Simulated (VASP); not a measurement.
Here is a VASP 6.6.1 calculation.

The input INCAR:

```
PREC = Accurate
ENCUT = 520
EDIFF = 1E-6
ISMEAR = 0
SIGMA = 0.1
LREAL = F
LASPH = T
NELM = 150
ALGO = Normal
ISIF = 2
LWAVE = F
LCHARG = F
ISPIN = 2
MAGMOM = 0 0 0 0 0 1
LORBIT = 11
GGA = PE
NBANDS = 26
```

The input KPOINTS:

```
regular mesh
0
Gamma
  6 6 4
```

File POSCAR:

```
Si5O
1.0
    4.6828033400      0.0000000000      0.0000000000
   -2.3414016700      4.0554266600      0.0000000000
    0.0000000000      0.0000000000      4.9093602700
Si O
5 1
Direct
    0.6929031400      0.0000000000      0.0000000000
    0.0000000000      0.6929031400      0.0000000000
    0.3070968600      0.3070968600      0.0000000000
    0.3333333300      0.6666666700      0.0000000000
    0.6666666700      0.3333333300      0.0000000000
    0.0000000000      0.0000000000      0.0000000000
```

Potentials or basis: VASP PAW PBE potentials, release 64 (Si, O).

Command:

```bash
$ cat potpaw_PBE.64/Si/POTCAR potpaw_PBE.64/O/POTCAR > POTCAR
$ mpirun -np 1 vasp_std > vasp.out
```

**Question.** Estimate the band gap on the k mesh.

**Answer.** Zero (filled and empty bands overlap).

**Question.** Estimate the pressure.

**Answer.** 205.8 GPa.

**Question.** Estimate the largest force.

**Answer.** 13.670 eV/Å.

Forces in eV/Å, atoms in the order of the input:
```
Si   13.670   0.000   0.000
Si   -6.835  11.839   0.000
Si   -6.835 -11.839   0.000
Si    0.000   0.000   0.000
Si    0.000   0.000   0.000
O     0.000   0.000   0.000
```

Caveat: the stress differs along the axes, from -1 to 309 GPa; forces of over 1 eV/Å act on the atoms, so gaps and moduli don't describe the material at rest.
